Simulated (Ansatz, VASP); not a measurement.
**BN in VASP and in Ansatz**

```
B N
1.0
     0.00000    1.80483    1.80483
     1.80483    0.00000    1.80483
     1.80483    1.80483    0.00000
B N
1 1
Direct
  0.00000 0.00000 0.00000
  0.25000 0.25000 0.25000
```

Alike in both runs: task single point; functional PBE0; k mesh 8 × 8 × 8; no spin polarisation.

```csv
,VASP,Ansatz
version,VASP 6.6.1,Ansatz 0.2.0
potentials or method,"VASP PAW PBE potentials, release 64 (B, N)","plane waves, PAW"
plane-wave cutoff (eV),520,420
occupations,"gaussian, width 0.01 eV",fixed
valence electrons in the cell,8,8
```

|  | VASP | Ansatz | Ansatz less VASP |
| --- | --- | --- | --- |
| gap on the k mesh at the Fermi level (eV) | 6.55 | 6.56 | +0.004 |
| pressure (GPa) | -3.9 | -4.3 | -0.45 |

Ansatz's warnings: stress exchange threshold loose, stress scf threshold loose.
